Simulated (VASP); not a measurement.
Wanted: the native input for a VASP 6.6.1 run.

```yaml
Task: single point
Functional: r2SCAN
Potentials_or_basis: VASP PAW PBE potentials, release 64 (Na_pv, I)
Cutoff: 520 eV
k_mesh: 6 × 6 × 6
Occupations: fermi-dirac, width 0.02 eV
Spin: no spin polarisation
Dipole_correction: no
Further_INCAR_settings: ALGO = Normal; EDIFF = 1e-07; NBANDS = 22
```

Crystal: NaI.

```
Na I
1.0
    -2.21451    2.21451    8.61469
     2.21451   -2.21451    8.61469
     2.21451    2.21451   -8.61469
Na I
2 2
Direct
  0.25000 0.75000 0.50000
  0.50000 0.50000 0.00000
  0.75000 0.25000 0.50000
  0.00000 0.00000 0.00000
```

One way to write it, as run:

POSCAR

```
NaI
1.0
   -2.2145130000      2.2145130000      8.6146851600
    2.2145130000     -2.2145130000      8.6146851600
    2.2145130000      2.2145130000     -8.6146851600
Na I
2 2
Direct
    0.2500000000      0.7500000000      0.5000000000
    0.5000000000      0.5000000000      0.0000000000
    0.7500000000      0.2500000000      0.5000000000
    0.0000000000      0.0000000000      0.0000000000
```

INCAR.step1

```
SYSTEM = NaI
PREC = Accurate ; ENCUT = 520
ISMEAR = -1 ; SIGMA = 0.02
LREAL = .FALSE. ; LASPH = .TRUE.
NELM = 80 ; NBANDS = 22
GGA = PE ; ALGO = Normal
EDIFF = 1E-4 ; LWAVE = .TRUE.
LCHARG = .FALSE.
```

INCAR.step2

```
SYSTEM = NaI
PREC = Accurate ; ENCUT = 520
EDIFF = 1E-7 ; ISMEAR = -1
SIGMA = 0.02 ; LREAL = .FALSE.
LASPH = .TRUE. ; NELM = 80
ALGO = Normal ; ISIF = 2
LWAVE = .FALSE. ; LCHARG = .FALSE.
METAGGA = R2SCAN ; LMIXTAU = .TRUE.
NBANDS = 22 ; ISTART = 1
```

KPOINTS

```
regular mesh
0
G
  6 6 6
  0 0 0
```

Potentials or basis: VASP PAW PBE potentials, release 64 (Na_pv, I).

Launch:

```bash
$ cat potpaw_PBE.64/Na_pv/POTCAR potpaw_PBE.64/I/POTCAR > POTCAR
$ cp INCAR.step1 INCAR
$ mpirun -np 1 vasp_std > vasp.out
$ cp INCAR.step2 INCAR
$ mpirun -np 1 vasp_std > vasp.out
```

It gave:

```json
{
 "Pressure": "-0.3 GPa",
 "Band gap on the k mesh": "3.78 eV, indirect (least direct gap 3.84 eV)"
}
```

Caveat: the PAW data sets were made with another functional, which shifts forces and pressure a little; spin-orbit coupling is left out, which moves the levels of the heavy elements.

Run time: 44 min on 1 thread of AMD EPYC 7R13 Processor (Zen 3), on a shared host, peak memory 0.79 GiB.
